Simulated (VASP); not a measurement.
The system is AlP.

```
Al P
1.0
     0.00000    2.44127    2.44127
     2.44127    0.00000    2.44127
     2.44127    2.44127    0.00000
Al P
1 1
Direct
  0.00000 0.00000 0.00000
  0.25000 0.25000 0.25000
```

| Quantity | Value |
| --- | --- |
| Program | VASP 6.6.1 |
| Task | relaxation of cell and atoms |
| Functional | PBE |
| Potentials or basis | VASP PAW PBE potentials, release 64 (Al, P) |
| Cutoff | 500 eV |
| k mesh | 7 × 7 × 7 |
| Occupations | gaussian, width 0.2 eV |
| Spin | no spin polarisation |

At the start: pressure 61.5 GPa; volume 14.55 Å³/atom.

Where does the relaxation end?

Over 4 steps the energy falls by 898.5 meV/atom and the volume is 20.96 Å³/atom (+44.0 %); space group F-43m (No. 216, to 0.05 Å).

The path:
```tsv
step	energy change (eV)	largest force (eV/Å)	pressure (GPa)	volume (Å³)
1	0.0000	0.0000	61.46	29.10
2	-0.7606	0.0000	-13.49	59.50
3	-1.7955	0.0000	-1.04	42.27
4	-1.7971	0.0000	-0.37	41.92
```

Final structure:
```
Al P
1.0
     0.00000    2.75706    2.75706
     2.75706    0.00000    2.75706
     2.75706    2.75706    0.00000
Al P
1 1
Direct
  0.00000 0.00000 0.00000
  0.25000 0.25000 0.25000
```

Caveat: the volume moved by over 15 % at a fixed basis, so the end points are rough.
